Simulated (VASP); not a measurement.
SnO, 4 atoms in the cell. Symmetry: P6_3/mmc, No. 194, hexagonal system. Conventional cell: a = 3.475 Å, b = 3.475 Å, c = 6.424 Å, α = 90.00°, β = 90.00°, γ = 120.00°. Sn (site symmetry -3m) has 6 O at 2.57 Å and 8 Sn at 3.21 to 3.48 Å within 3.5 Å. Within 3.5 Å of O (site symmetry -6m2) lie 6 Sn at 2.57 Å and 6 O at 3.48 Å. 

| Item | Value |
| --- | --- |
| Program | VASP 6.6.1 |
| Task | single point |
| Functional | PBE |
| Potentials or basis | VASP PAW PBE potentials, release 64 (Sn_d, O) |
| Cutoff | 520 eV |
| k mesh | 12 × 12 × 6 |
| Occupations | fermi-dirac, width 0.02 eV |
| Spin | no spin polarisation |
| Dipole correction | no |
| Further INCAR settings | ALGO = Normal; EDIFF = 1e-07; NBANDS = 28 |

Potentials or basis: VASP PAW PBE potentials, release 64 (Sn_d, O).

Run with:

```sh
$ cat potpaw_PBE.64/Sn_d/POTCAR potpaw_PBE.64/O/POTCAR > POTCAR
$ mpirun -np 1 vasp_std > vasp.out
```

Hardware: 1 thread of Intel Xeon 8259CL, with other jobs on the host.

Task: How long does it take, and how much memory?

Result: It took 3.5 min on 1 thread of Intel Xeon 8259CL (shared host), peak memory 0.26 GiB. Counts: scf iterations 15, k points 76.
